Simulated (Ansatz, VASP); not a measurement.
This is a calculation of BaTe for Ansatz 0.2.0.

input.yaml

```yaml
crystal:
  lattice:
    - [0.0, 3.41, 3.41]
    - [3.41, 0.0, 3.41]
    - [3.41, 3.41, 0.0]
  atoms:
    - { symbol: Ba, position: [0.0, 0.0, 0.0] }
    - { symbol: Te, position: [0.5, 0.5, 0.5] }
hamiltonian:
  xc: pbe
  pseudopotentials: { kind: paw }
kpoints:
  mp_grid: { grid: [7, 7, 7] }
scf:
  occupations: { method: fermi_dirac, width: 0.05 }
output:
  forces: true
  stress: true
  eigenvalues: true
```

Potentials or basis: Ansatz PAW.

Command:

```sh
$ ansatz run input.yaml --threads 2 --pin off --max-ram 5632MiB --backend cpu --events-out ev --progress --plain --runs-dir out
```

Task: Translate it to VASP 6.6.1. Potentials there: VASP PAW PBE potentials, release 64 (Ba_sv, Te).

Result: As run (the cutoff follows the program's own potentials):

INCAR

```
  PREC = Accurate
  ENCUT = 520
  EDIFF = 1E-6
  ISMEAR = -1
  SIGMA = 0.05
  LREAL = F
  LASPH = T
  NELM = 100
  ALGO = Normal
  ISIF = 2
  LWAVE = F
  LCHARG = F
  GGA = PE
  NBANDS = 15
```

Contents of KPOINTS:

```
Automatic mesh
0
Gamma
  7 7 7
```

File POSCAR:

```
BaTe
1.0
    0.0000000000      3.4100000000      3.4100000000
    3.4100000000      0.0000000000      3.4100000000
    3.4100000000      3.4100000000      0.0000000000
Ba Te
1 1
Direct
    0.0000000000      0.0000000000      0.0000000000
    0.5000000000      0.5000000000      0.5000000000
```

Potentials or basis: VASP PAW PBE potentials, release 64 (Ba_sv, Te).

Launch:

```bash
$ cat potpaw_PBE.64/Ba_sv/POTCAR potpaw_PBE.64/Te/POTCAR > POTCAR
$ mpirun -np 1 vasp_std > vasp.out
```

Both were run:

|  | VASP | Ansatz | Ansatz less VASP |
| --- | --- | --- | --- |
| gap on the k mesh at the Fermi level (eV) | 1.38 | 1.48 | +0.099 |
| least direct gap on the mesh (eV) | 1.76 | 1.82 | +0.060 |
| pressure (GPa) | 4.2 | 3.8 | -0.43 |

VASP's potentials hold 16 valence electrons a cell and Ansatz's 26, so a difference there can come from the potentials and not from the codes.

Spin-orbit coupling is off throughout. Noted on Ansatz's run: odd divisions of the mesh miss points on the zone boundary, where band edges often lie, so the gap on the mesh can be too wide.
